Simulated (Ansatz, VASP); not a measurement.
Two plane-wave programs on KCl

The input POSCAR:

```
KCl
1.0
    0.0000000000      3.1448471320      3.1448471320
    3.1448471320      0.0000000000      3.1448471320
    3.1448471320      3.1448471320      0.0000000000
K Cl
1 1
Direct
    0.0000000000      0.0000000000      0.0000000000
    0.5000000000      0.5000000000      0.5000000000
```

INCAR.step1

```
SYSTEM = KCl
ALGO = Normal
EDIFF = 1E-5
ENCUT = 520
GGA = PE
ISIF = 2
ISMEAR = 0
LASPH = .TRUE.
LCHARG = .FALSE.
LREAL = .FALSE.
LWAVE = .TRUE.
NBANDS = 15
NELM = 60
PREC = Accurate
SIGMA = 0.01
```

The input INCAR.step2:

```
SYSTEM = KCl
AEXX = 0.05
ALGO = Normal
EDIFF = 1E-6
ENCUT = 520
GGA = PE
ISIF = 2
ISMEAR = 0
ISTART = 1
LASPH = .TRUE.
LCHARG = .FALSE.
LHFCALC = .TRUE.
LREAL = .FALSE.
LWAVE = .FALSE.
NBANDS = 15
NELM = 60
PREC = Accurate
PRECFOCK = Normal
SIGMA = 0.01
```

Contents of KPOINTS:

```
k-points
0
G
  4 4 4
  0 0 0
```

Input for Ansatz:

```yaml
crystal:
  lattice:
    - [0.0, 3.144847132, 3.144847132]
    - [3.144847132, 0.0, 3.144847132]
    - [3.144847132, 3.144847132, 0.0]
  atoms:
    - { symbol: K, position: [0.0, 0.0, 0.0] }
    - { symbol: Cl, position: [0.5, 0.5, 0.5] }
kpoints:
  mp_grid: { grid: [4, 4, 4] }
hamiltonian:
  xc: { exchange: pbe, correlation: pbe, exx: { coeff: 0.05 } }
scf:
  occupations: { method: fixed }
  n_extra_bands: 4
output:
  forces: true
  stress: true
  eigenvalues: true
```

Alike in both runs: task single point; functional PBE-based global hybrid; k mesh 4 × 4 × 4; no spin polarisation.

|  | VASP | Ansatz |
| --- | --- | --- |
| version | VASP 6.6.1 | Ansatz 0.2.0 |
| potentials or method | VASP PAW PBE potentials, release 64 (K_sv, Cl) | plane waves |
| plane-wave cutoff (eV) | 520 | 420 |
| occupations | gaussian, width 0.01 eV | fixed |
| valence electrons in the cell | 16 | 16 |

```tsv
	VASP	Ansatz	Ansatz less VASP
gap on the k mesh at the Fermi level (eV)	5.60	5.60	-0.001
pressure (GPa)	0.7	0.7	-0.02
```

VASP's potentials were made for PBE, not for PBE-based global hybrid. Ansatz's warnings: stress exchange threshold loose, stress scf threshold loose.

The k mesh is coarse, so the values compare programs but aren't converged.
